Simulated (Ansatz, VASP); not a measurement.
# ZnCu: VASP beside Ansatz

```xyz
4
Lattice="3.7932 0.0000 0.0000 -1.8966 3.2850 0.0000 0.0000 0.0000 4.8092" Properties=species:S:1:pos:R:3 pbc="T T T"
Cu    0.0000    0.0000    0.0000
Cu    0.0000    0.0000    2.4046
Zn    0.0000    2.1900    1.2023
Zn    1.8966    1.0950    3.6069
```

Alike in both runs: functional r2SCAN; k mesh 12 × 12 × 10; occupations gaussian, width 0.1 eV; no spin polarisation.

Ansatz relaxed the structure, and its values are those at the end. VASP's run is a single point on that final structure, the one shown.

|  | VASP | Ansatz |
| --- | --- | --- |
| version | VASP 6.6.1 | Ansatz 0.2.0 |
| potentials or method | VASP PAW PBE potentials, release 64 (Cu, Zn), cutoff 520 eV | scalar-relativistic, plane waves, PAW |
| valence electrons in the cell | 46 | 62 |

```tsv
	VASP	Ansatz	Ansatz less VASP
gap on the k mesh at the Fermi level (eV)	none	none	-
pressure (GPa)	0.4	0.0	-0.40
```

VASP's potentials were made for PBE, not for r2SCAN. A gap of «none» marks a metal or a gap that the smearing closes. With one functional, cell and mesh, what is left measures potentials, basis and numerics. VASP's potentials hold 46 valence electrons a cell and Ansatz's 62, so a difference there can come from the potentials and not from the codes.
